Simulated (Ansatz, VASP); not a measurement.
## GaN in VASP and in Ansatz

Contents of INCAR:

```
SYSTEM = GaN
  PREC = Accurate
  ENCUT = 520
  EDIFF = 1E-6
  ISMEAR = -1
  SIGMA = 0.02
  LREAL = .False.
  LASPH = .True.
  NELM = 60
  ALGO = Normal
  ISIF = 2
  LWAVE = .False.
  LCHARG = .False.
  GGA = PE
  NBANDS = 26
```

KPOINTS

```
regular mesh
0
Gamma
  12 12 6
  0 0 0
```

POSCAR

```
GaN
1.0
    3.1831494095      0.0000000000      0.0000000000
   -1.5915747048      2.7566882526      0.0000000000
    0.0000000000      0.0000000000      5.1836254585
Ga N
2 2
Direct
    0.3333333333      0.6666666667     -0.0008868077
    0.6666666667      0.3333333333      0.4991131923
    0.3333333333      0.6666666667      0.3758868077
    0.6666666667      0.3333333333      0.8758868077
```

Input for Ansatz:

```yaml
crystal:
  lattice:
    - [3.1831494095, 0.0, 0.0]
    - [-1.5915747048, 2.7566882526, 0.0]
    - [0.0, 0.0, 5.1836254585]
  atoms:
    - { symbol: Ga, position: [0.3333333333, 0.6666666667, -0.0008868077] }
    - { symbol: Ga, position: [0.6666666667, 0.3333333333, 0.4991131923] }
    - { symbol: "N", position: [0.3333333333, 0.6666666667, 0.3758868077] }
    - { symbol: "N", position: [0.6666666667, 0.3333333333, 0.8758868077] }
kpoints:
  mp_grid: { grid: [12, 12, 6] }
  band_path:
    path:
      - [0.0, 0.0, 0.0]
      - [0.5, 0.0, 0.0]
      - [0.3333333333, 0.3333333333, 0.0]
      - [0.0, 0.0, 0.5]
      - [0.5, 0.0, 0.5]
      - [0.3333333333, 0.3333333333, 0.5]
    npoints: 1
hamiltonian:
  xc: pbe
scf:
  occupations: { method: fermi_dirac, width: 0.02 }
  n_extra_bands: 5
output:
  forces: true
  stress: true
  eigenvalues: true
  write_density: true
  write_potential: true
  elf: true
  volumetric_format: npy
```

Alike in both runs: task single point; functional PBE; k mesh 12 × 12 × 6; occupations fermi-dirac, width 0.02 eV; no spin polarisation.

```csv
,VASP,Ansatz
version,VASP 6.6.1,Ansatz 0.2.0
potentials or method,"VASP PAW PBE potentials, release 64 (Ga_d, N)","plane waves, PAW"
plane-wave cutoff (eV),520,420
valence electrons in the cell,36,36
```

```tsv
	VASP	Ansatz	Ansatz less VASP
gap on the k mesh at the Fermi level (eV)	1.94	1.93	-0.008
pressure (GPa)	6.3	6.2	-0.08
traceless stress, the component that is largest in VASP (GPa)	0.08	0.05	-0.029
```

The functional is the same, so the differences come from potentials, cutoffs and numerics.
